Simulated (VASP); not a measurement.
Write the native input for VASP 6.6.1 that does the following.

| Property | Result |
| --- | --- |
| Task | relaxation of the atoms |
| Functional | PBE |
| Potentials or basis | VASP PAW PBE potentials, release 64 (C, Ru_pv) |
| Cutoff | 520 eV |
| k mesh | 2 × 2 × 1 |
| Occupations | gaussian, width 0.02 eV |
| Spin | no spin polarisation |
| Dipole correction | no |
| Further INCAR settings | LREAL = Auto; ALGO = Normal; EDIFF = 1e-06; IBRION = 2; EDIFFG = -0.03; NSW = 80 |

The structure of RuC18 lies in POSCAR:

```
RuC18
1.0
    7.3980000000      0.0000000000      0.0000000000
   -3.6990000000      6.4068560000      0.0000000000
    0.0000000000      0.0000000000     13.0000000000
C Ru
18 1
Direct
    0.0000000000      0.0000000000      0.0769231000
    0.2222222000      0.1111111000      0.0769231000
    0.0000000000      0.3333333000      0.0769231000
    0.2222222000      0.4444444000      0.0769231000
    0.0000000000      0.6666667000      0.0769231000
    0.2222222000      0.7777778000      0.0769231000
    0.3333333000      0.0000000000      0.0769231000
    0.5555556000      0.1111111000      0.0769231000
    0.3333333000      0.3333333000      0.0769231000
    0.5555556000      0.4444444000      0.0769231000
    0.3333333000      0.6666667000      0.0769231000
    0.5555556000      0.7777778000      0.0769231000
    0.6666667000      0.0000000000      0.0769231000
    0.8888889000      0.1111111000      0.0769231000
    0.6666667000      0.3333333000      0.0769231000
    0.8888889000      0.4444444000      0.0769231000
    0.6666667000      0.6666667000      0.0769231000
    0.8888889000      0.7777778000      0.0769231000
    0.7217382000      0.1031265000      0.2446154000
```

The input as run:

INCAR

```
SYSTEM = RuC18
  ALGO = Normal
  EDIFF = 1E-6
  EDIFFG = -0.03
  ENCUT = 520
  GGA = PE
  IBRION = 2
  ISIF = 2
  ISMEAR = 0
  LASPH = .True.
  LCHARG = .False.
  LREAL = Auto
  LWAVE = .False.
  NELM = 100
  NSW = 80
  PREC = Accurate
  SIGMA = 0.02
```

KPOINTS

```
k-points
0
Gamma
  2 2 1
  0 0 0
```

Potentials or basis: VASP PAW PBE potentials, release 64 (C, Ru_pv).

Run with:

```sh
$ cat potpaw_PBE.64/C/POTCAR potpaw_PBE.64/Ru_pv/POTCAR > POTCAR
$ mpirun -np 1 vasp_std > vasp.out
```

It gave:

```json
{"Energy gained by relaxing": "71.0 meV/atom", "Ionic steps": "42", "Largest force after relaxing": "0.023 eV/Å", "Band gap on the k mesh": "zero (bands 43 and 44 overlap by 0.21 eV)"}
```

Caveat: the k points lie up to 0.49 Å⁻¹ apart; there is no dipole correction, which matters where the two faces differ.

Run time: 2.1 h on 1 thread of Oxide Virtual Turin-like Processor, on a shared host, peak memory 0.71 GiB.
